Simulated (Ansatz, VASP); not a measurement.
# One calculation of Si16O, two programs

```
Si O
1.0
     0.00000    5.43000    5.43000
     5.43000    0.00000    5.43000
     5.43000    5.43000    0.00000
Si O
16 1
Direct
  0.00465 0.99321 0.00191
  0.10684 0.14027 0.12863
  0.99559 0.00014 0.50285
  0.13518 0.10913 0.62827
  0.98647 0.51581 0.99918
  0.12357 0.62372 0.12749
  0.01457 0.48463 0.50346
  0.12590 0.62569 0.62516
  0.48034 0.05277 0.99511
  0.63875 0.07799 0.16752
  0.50846 0.94856 0.53835
  0.62074 0.12614 0.62372
  0.48832 0.54755 0.00893
  0.61339 0.68107 0.12158
  0.50067 0.50196 0.49636
  0.64093 0.57722 0.65209
  0.57130 0.31256 0.18502
```

Alike in both runs: functional PBE; k mesh 2 × 2 × 2; occupations gaussian, width 0.02 eV; collinear spin.

Ansatz relaxed the structure, and its values are those at the end. VASP's run is a single point on that final structure, the one shown.

|  | VASP | Ansatz |
| --- | --- | --- |
| version | VASP 6.6.1 | Ansatz 0.2.0 |
| potentials or method | VASP PAW PBE potentials, release 64 (Si, O), cutoff 520 eV | scalar-relativistic, plane waves, PAW |
| valence electrons in the cell | 70 | 70 |

```tsv
	VASP	Ansatz	Ansatz less VASP
rms of the force components (eV/Å)	0.017	0.008	-0.0091
net moment per atom (μB)	0.00	0.00	0.000
```

Ansatz's warnings: filled band counts differ across k points, seeded moment not kept.

The k mesh is coarse, so the values compare programs but aren't converged.
